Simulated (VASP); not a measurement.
Wanted: the native input for a VASP 6.6.1 run.

```yaml
Task: relaxation of cell and atoms
Functional: PBEsol
Potentials_or_basis: VASP PAW PBE potentials, release 64 (Pb_d)
Cutoff: 600 eV
k_mesh: 16 × 16 × 10
Occupations: fermi-dirac, width 0.08 eV
Spin: no spin polarisation
Target_pressure: 7 GPa
Dipole_correction: no
Further_INCAR_settings: ALGO = Normal; EDIFF = 1e-06; IBRION = 2; EDIFFG = -0.002; NSW = 100; ISIF = 3
```

The structure of Pb lies in POSCAR:

```
Pb
1.0
    3.4575336209      0.0000000000      0.0000000000
   -1.7287668104      2.9943119501      0.0000000000
    0.0000000000      0.0000000000      5.7712528970
Pb
2
Direct
    0.3333333333      0.6666666667      0.2500000000
    0.6666666667      0.3333333333      0.7500000000
```

This isn't the form of Pb at room conditions, which is fcc.

The input as run:

INCAR

```
PREC = Accurate
ENCUT = 600
EDIFF = 1E-6
ISMEAR = -1
SIGMA = 0.08
LREAL = F
LASPH = T
NELM = 60
ALGO = Normal
ISIF = 3
LWAVE = F
LCHARG = F
GGA = PS
IBRION = 2
NSW = 100
EDIFFG = -0.002
PSTRESS = 70.0
```

KPOINTS

```
Automatic mesh
0
Gamma
  16 16 10
```

Potentials or basis: VASP PAW PBE potentials, release 64 (Pb_d).

The run is started by

```console
$ cat potpaw_PBE.64/Pb_d/POTCAR > POTCAR
$ mpirun -np 1 vasp_std > vasp.out
```

It gave:

| Item | Value |
| --- | --- |
| Relaxed volume | 26.70 Å³/atom |
| Relaxed cell | a = 3.331 Å, b = 3.331 Å, c = 5.555 Å, α = 90.00°, β = 90.00°, γ = 120.00° |
| Space group after relaxing (to 0.1 Å) | P6_3/mmc (No. 194) |
| Energy change on relaxing (the run minimises the enthalpy) | +62.2 meV/atom |
| Ionic steps | 31 |
| Pressure after relaxing | 7.0 GPa |
| Band gap on the k mesh | zero (bands 14 and 15 overlap by 8.60 eV) |

Caveat: the cell is relaxed towards a set pressure, so the run minimises the enthalpy, not the energy; the PAW data sets were made with another functional, which shifts forces and pressure a little; spin-orbit coupling is left out, which moves the levels of the heavy elements.

Wall time 13 min on 1 thread of AMD EPYC 9R45 96-Core Processor (Zen 5), with other jobs on the host, peak memory 0.32 GiB.
